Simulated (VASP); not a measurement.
Set up this calculation in VASP 6.6.1, as the native input.

- Task: single point
- Functional: PBEsol
- Potentials or basis: VASP PAW PBE potentials, release 64 (Zr_sv, B)
- Cutoff: 520 eV
- k mesh: 18 × 18 × 18
- Occupations: gaussian, width 0.15 eV
- Spin: no spin polarisation
- Dipole correction: no
- Further INCAR settings: ALGO = Normal; EDIFF = 1e-07; NBANDS = 14

The structure of ZrB lies in POSCAR:

```
ZrB
1.0
    0.0000000000      2.2552500000      2.3250000000
    2.2552500000      0.0000000000      2.3250000000
    2.2552500000      2.2552500000      0.0000000000
Zr B
1 1
Direct
    0.0000000000      0.0000000000      0.0000000000
    0.5000000000      0.5000000000      0.5000000000
```

This cell differs from its parent crystal: strain -0.030 along x and y, +0.000 along z.

The input as run:

INCAR

```
ALGO = Normal ; EDIFF = 1E-7
ENCUT = 520 ; GGA = PS
ISIF = 2 ; ISMEAR = 0
LASPH = T ; LCHARG = F
LREAL = F ; LWAVE = F
NBANDS = 14 ; NELM = 100
PREC = Accurate ; SIGMA = 0.15
```

KPOINTS

```
k-points
0
Gamma
  18 18 18
```

Potentials or basis: VASP PAW PBE potentials, release 64 (Zr_sv, B).

Launch:

```sh
$ cat potpaw_PBE.64/Zr_sv/POTCAR potpaw_PBE.64/B/POTCAR > POTCAR
$ mpirun -np 1 vasp_std > vasp.out
```

It gave:

| Quantity | Value |
| --- | --- |
| Pressure | 48.3 GPa |
| Band gap on the k mesh | zero (an odd number of electrons rules out a gap without spin polarisation) |

Caveat: the cell differs from its parent crystal (strain -0.030 along x and y, +0.000 along z); the stress differs along the axes, from 37 to 54 GPa; the PAW data sets were made with another functional, which shifts forces and pressure a little.

Wall time 4.3 min on 1 thread of AMD EPYC 7R13, on a shared host, peak memory 0.25 GiB.
